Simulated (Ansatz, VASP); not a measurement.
Two plane-wave programs on TiAl

File POSCAR:

```
TiAl
1.0
    3.1790640000      0.0000000000      0.0000000000
    0.0000000000      3.1790640000      0.0000000000
    0.0000000000      0.0000000000      3.1790640000
Ti Al
1 1
Direct
    0.0000000000      0.0000000000      0.0000000000
    0.5000000000      0.5000000000      0.5000000000
```

INCAR.step1

```
PREC = Accurate ; ENCUT = 600
EDIFF = 1E-5 ; ISMEAR = -1
SIGMA = 0.05 ; LREAL = False
LASPH = True ; NELM = 80
ALGO = Normal ; LWAVE = True
LCHARG = False ; GGA = PE
NBANDS = 14
```

The input INCAR.step2:

```
PREC = Accurate ; ENCUT = 600
EDIFF = 1E-6 ; ISMEAR = -1
SIGMA = 0.05 ; LREAL = False
LASPH = True ; NELM = 80
ALGO = Normal ; ISIF = 3
LWAVE = False ; LCHARG = False
GGA = PE ; LHFCALC = True
AEXX = 0.25 ; HFSCREEN = 0.3
PRECFOCK = Normal ; IBRION = 2
NSW = 60 ; EDIFFG = -0.01
ISTART = 1
```

File KPOINTS:

```
Automatic mesh
0
Gamma
  4 4 4
```

input

```
crystal:
  lattice:
    - [3.179064, 0.0, 0.0]
    - [0.0, 3.179064, 0.0]
    - [0.0, 0.0, 3.179064]
  atoms:
    - { symbol: Ti, position: [0.0, 0.0, 0.0] }
    - { symbol: Al, position: [0.5, 0.5, 0.5] }
hamiltonian:
  xc: { exchange: pbe, correlation: pbe, exx: { coeff: 0.25, omega: 0.3 } }
  pseudopotentials: { kind: paw }
kpoints:
  mp_grid: { grid: [4, 4, 4] }
scf:
  occupations: { method: fermi_dirac, width: 0.05 }
output:
  forces: true
  stress: true
  eigenvalues: true
relax:
  f_tol: 0.01
  max_steps: 40
  cell: { stress_tol: 0.05 }
```

Alike in both runs: task relaxation of cell and atoms; functional PBE-based screened hybrid with a share of 0.25 of exact exchange and HFSCREEN = 0.3; k mesh 4 × 4 × 4; occupations fermi-dirac, width 0.05 eV; no spin polarisation.

|  | VASP | Ansatz |
| --- | --- | --- |
| version | VASP 6.6.1 | Ansatz 0.2.0 |
| potentials or method | VASP PAW PBE potentials, release 64 (Ti_sv, Al) | Ansatz PAW |
| plane-wave cutoff (eV) | 600 | 420 |
| valence electrons in the cell | 15 | 15 |

|  | VASP | Ansatz | Ansatz less VASP |
| --- | --- | --- | --- |
| gap on the k mesh at the Fermi level, each at its own relaxed structure (eV) | none | none | - |
| relaxed volume (Å³/atom) | 16.01 | 16.03 | +0.019 |
| relaxed length of the cell vector where the two differ most in proportion (Å) | 3.175 | 3.177 | +0.0012 |

VASP's potentials were made for PBE, not for PBE-based screened hybrid. A gap of «none» marks a metal or a gap that the smearing closes.

The k mesh is coarse, so the values compare programs but aren't converged. Noted on Ansatz's run: the plane-wave basis is chosen anew once the cell has moved, so the energies of steps on either side of that aren't comparable.
